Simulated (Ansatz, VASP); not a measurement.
# One calculation of Zn, two programs

```
CELL_PARAMETERS angstrom
-1.56904 1.56904 1.56904
1.56904 -1.56904 1.56904
1.56904 1.56904 -1.56904
ATOMIC_POSITIONS crystal
Zn 0.00000 0.00000 0.00000
```

Alike in both runs: functional r2SCAN; dispersion D3(BJ); k mesh 12 × 12 × 12; no spin polarisation.

```csv
,VASP,Ansatz
version,VASP 6.6.1,Ansatz 0.2.0
potentials or method,"VASP PAW PBE potentials, release 64 (Zn), cutoff 550 eV",all-electron PAW datasets made for the crystal
occupations,"methfessel-paxton of order 1, width 0.1 eV","cold, width 0.1 eV"
task,single point,electrostatic potential
```

|  | VASP | Ansatz | Ansatz less VASP |
| --- | --- | --- | --- |
| gap on the k mesh at the Fermi level (eV) | none | none | - |
| pressure (GPa) | -6.8 | -7.1 | -0.28 |

VASP's potentials were made for PBE, not for r2SCAN. A gap of «none» marks a metal or a gap that the smearing closes. Ansatz ran all-electron here, and VASP with PAW potentials.
